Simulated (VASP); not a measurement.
A run of VASP 6.6.1 is set up as follows.

INCAR

```
PREC = Accurate ; ENCUT = 520
EDIFF = 1E-7 ; ISMEAR = -1
SIGMA = 0.05 ; LREAL = F
LASPH = T ; NELM = 100
ALGO = Normal ; ISIF = 2
LWAVE = F ; LCHARG = F
GGA = CA ; NBANDS = 11
```

File KPOINTS:

```
regular mesh
0
Gamma
  13 13 9
```

File POSCAR:

```
BN
1.0
    2.5246509505      0.0000000000      0.0000000000
   -1.2549673680      2.1906435874      0.0000000000
   -0.6348417913     -1.0953217937      3.0425574046
N B
1 1
Direct
    0.6685060000      0.3323850000      0.9849990000
    0.9796430000      0.9834990000      0.0018060000
```

Potentials or basis: VASP PAW LDA potentials, release 64 (N, B).

Run with:

```console
$ cat potpaw_LDA.64/N/POTCAR potpaw_LDA.64/B/POTCAR > POTCAR
$ mpirun -np 1 vasp_std > vasp.out
```

Question: Estimate the band gap on the k mesh.

Answer: 2.64 eV, indirect (least direct gap 4.35 eV).

Question: Predict the pressure.

Answer: -8.5 GPa.

Question: Estimate the largest force.

Answer: 2.580 eV/Å.

Stress tensor (GPa, compression positive):
```
-19.08  -4.12   0.49
 -4.12  -9.13   1.11
  0.49   1.11   2.68
```

Caveat: forces of over 1 eV/Å act on the atoms, so gaps and moduli don't describe the material at rest. A k mesh can miss the band edges.
